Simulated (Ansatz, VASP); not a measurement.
Ag2Pd in VASP and in Ansatz

```xyz
3
Lattice="0.0000 2.9667 2.9667 2.9667 0.0000 2.9667 2.9667 2.9667 0.0000" Properties=species:S:1:pos:R:3 pbc="T T T"
Ag    1.4833    1.4833    1.4833
Ag    4.4500    4.4500    4.4500
Pd    0.0000    0.0000    0.0000
```

Alike in both runs: task relaxation of cell and atoms; functional PBE; k mesh 6 × 6 × 6; occupations gaussian, width 0.1 eV; no spin polarisation.

|  | VASP | Ansatz |
| --- | --- | --- |
| version | VASP 6.6.1 | Ansatz 0.2.0 |
| potentials or method | VASP PAW PBE potentials, release 64 (Ag, Pd), cutoff 600 eV | scalar-relativistic, plane waves, PAW |
| valence electrons in the cell | 32 | 56 |

|  | VASP | Ansatz | Ansatz less VASP |
| --- | --- | --- | --- |
| gap on the k mesh at the Fermi level, each at its own relaxed structure (eV) | none | none | - |
| relaxed volume (Å³/atom) | 20.33 | 20.26 | -0.074 |
| relaxed cell length with the largest relative difference (Å) | 4.419 | 4.413 | -0.0054 |

A gap of «none» marks a metal or a gap that the smearing closes. VASP's potentials hold 32 valence electrons a cell and Ansatz's 56, so a difference there can come from the potentials and not from the codes.

Noted on VASP's run: the volume moved by over 15 % at a fixed basis, so the end points are rough.
